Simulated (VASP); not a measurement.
Wanted: the native input for a VASP 6.6.1 run.

- Task: single point
- Functional: PBE
- Potentials or basis: VASP PAW PBE potentials, release 64 (Ge_d)
- Cutoff: 520 eV
- k mesh: 8 × 8 × 8
- Occupations: fermi-dirac, width 0.05 eV
- Spin: no spin polarisation
- Dipole correction: no
- Further INCAR settings: ALGO = Normal; EDIFF = 1e-06; NBANDS = 21

The structure of Ge lies in POSCAR:

```
Ge
1.0
    0.0000000000      2.8120868276      2.8120868276
    2.8120868276      0.0000000000      2.8120868276
    2.8120868276      2.8120868276      0.0000000000
Ge
2
Direct
    0.7500000000      0.7500000000      0.7500000000
    0.5000000000      0.5000000000      0.5000000000
```

One way to write it, as run:

INCAR

```
  PREC = Accurate
  ENCUT = 520
  EDIFF = 1E-6
  ISMEAR = -1
  SIGMA = 0.05
  LREAL = F
  LASPH = T
  NELM = 100
  ALGO = Normal
  ISIF = 2
  LWAVE = F
  LCHARG = T
  GGA = PE
  LELF = T
  LVHAR = T
  NBANDS = 21
```

KPOINTS

```
Automatic mesh
0
Gamma
  8 8 8
```

Potentials or basis: VASP PAW PBE potentials, release 64 (Ge_d).

Run with:

```sh
$ cat potpaw_PBE.64/Ge_d/POTCAR > POTCAR
$ mpirun -np 1 vasp_std > vasp.out
```

Results of the run:

| Quantity | Value |
| --- | --- |
| Pressure | 4.9 GPa |
| Band gap on the k mesh | 0.20 eV |

Caveat: the cell stands under pressure; semilocal functionals underestimate gaps, and a narrow one can read as zero.

Wall time 40 s on 1 thread of Intel Xeon 8259CL, on a shared host, peak memory 0.17 GiB.
